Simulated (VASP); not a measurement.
P, 4 atoms in the cell. The structure is orthorhombic, space group Cmce (No. 64). Conventional cell: a = 3.322 Å, b = 11.149 Å, c = 4.531 Å, α = 90.00°, β = 90.00°, γ = 90.00°. P (site symmetry m) has 3 P at 2.23 to 2.26 Å within 3.0 Å. 

```yaml
Program: VASP 6.6.1
Task: single point
Functional: PBE
Potentials_or_basis: VASP PAW PBE potentials, release 64 (P)
Cutoff: 520 eV
k_mesh: 6 × 6 × 4
Occupations: gaussian, width 0.05 eV
Spin: no spin polarisation
Dipole_correction: no
Further_INCAR_settings: ALGO = Normal; EDIFF = 1e-06; NBANDS = 18
```

Potentials or basis: VASP PAW PBE potentials, release 64 (P).

The run is started by

```console
$ cat potpaw_PBE.64/P/POTCAR > POTCAR
$ mpirun -np 1 vasp_std > vasp.out
```

Hardware: 1 thread of AMD EPYC 7R43 64-Core Processor (Zen 3) (shared host).

Task: How long does it take, and how much memory?

Result: Wall time 73 s on 1 thread of AMD EPYC 7R43 64-Core Processor (Zen 3) (shared host), peak memory 0.22 GiB. Counts: scf iterations 12, k points 39.
